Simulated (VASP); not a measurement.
VCrC2, 4 atoms in the cell. Symmetry: R-3m, No. 166, trigonal system. The conventional cell has a = 2.921 Å, b = 2.921 Å, c = 14.218 Å, α = 90.00°, β = 90.00°, γ = 120.00°. Cr (site symmetry -3m) has 6 C at 2.05 Å within 2.7 Å. V (site symmetry -3m) has 6 C at 2.07 Å within 2.7 Å. C (site symmetry 3m) has 3 Cr at 2.05 Å and 3 V at 2.07 Å within 2.7 Å. 

- Program: VASP 6.6.1
- Task: single point
- Functional: PBEsol
- Potentials or basis: VASP PAW PBE potentials, release 64 (Cr_pv, V_sv, C)
- Cutoff: 520 eV
- k mesh: 9 × 9 × 9
- Occupations: fermi-dirac, width 0.05 eV
- Spin: collinear spin, ferromagnetic start
- Starting moments: [1.5, 1.0, 0.0, 0.0] μB
- Fixed moment: 2.5 μB
- Dipole correction: no
- Further INCAR settings: ALGO = Normal; EDIFF = 1e-07; NBANDS = 28

Potentials or basis: VASP PAW PBE potentials, release 64 (Cr_pv, V_sv, C).

Run with:

```sh
$ cat potpaw_PBE.64/Cr_pv/POTCAR potpaw_PBE.64/V_sv/POTCAR potpaw_PBE.64/C/POTCAR > POTCAR
$ mpirun -np 1 vasp_std > vasp.out
```

Hardware: 1 thread of Intel Xeon 8259CL, with other jobs on the host.

How long does it take, and how much memory?

Run time: 11 min on 1 thread of Intel Xeon 8259CL, on a shared host, peak memory 0.38 GiB. Counts: scf iterations 17, k points 85.
